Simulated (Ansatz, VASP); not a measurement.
Mg: VASP beside Ansatz

The input INCAR:

```
  PREC = Accurate
  ENCUT = 520
  EDIFF = 1E-6
  ISMEAR = -1
  SIGMA = 0.05
  LREAL = False
  LASPH = True
  NELM = 60
  ALGO = Normal
  ISIF = 2
  LWAVE = False
  LCHARG = False
  GGA = CA
  NBANDS = 9
```

File KPOINTS:

```
regular mesh
0
Gamma
  15 15 9
```

The input POSCAR:

```
Mg
1.0
    2.7652178817      0.0000000000      0.0000000000
   -1.3826089409      2.3947489326      0.0000000000
    0.0000000000      0.0000000000      4.4369835239
Mg
2
Direct
    0.3333333333      0.6666666667      0.2500000000
    0.6666666667      0.3333333333      0.7500000000
```

Input for Ansatz:

```yaml
crystal:
  lattice:
    - [2.7652178817, 0.0, 0.0]
    - [-1.3826089409, 2.3947489326, 0.0]
    - [0.0, 0.0, 4.4369835239]
  atoms:
    - { symbol: Mg, position: [0.3333333333, 0.6666666667, 0.25] }
    - { symbol: Mg, position: [0.6666666667, 0.3333333333, 0.75] }
kpoints:
  mp_grid: { grid: [15, 15, 9] }
scf:
  occupations: { method: fermi_dirac, width: 0.05 }
hamiltonian:
  xc: lda
  pseudopotentials: { kind: all_electron, lapw: { basis_error: 0.001 } }
output:
  forces: true
  stress: true
  eigenvalues: true
  populations: true
```

Change from the starting cell: volume scaled by 0.68, LAPW.

Alike in both runs: task single point; functional LDA; k mesh 15 × 15 × 9; occupations fermi-dirac, width 0.05 eV; no spin polarisation.

|  | VASP | Ansatz |
| --- | --- | --- |
| version | VASP 6.6.1 | Ansatz 0.2.0 |
| potentials or method | VASP PAW LDA potentials, release 64 (Mg), cutoff 520 eV | all-electron LAPW, scalar-relativistic |

```csv
,VASP,Ansatz,Ansatz less VASP
pressure (GPa),32.8,32.9,+0.07
"traceless stress, the component that is largest in VASP (GPa)",0.08,0.07,-0.011
```

LDA's correlation is that of Perdew and Zunger in VASP and of Perdew and Wang (1992) in Ansatz. Both programs put the cell under a high pressure, so it lies far from rest at this level. Ansatz ran all-electron here, and VASP with PAW potentials.
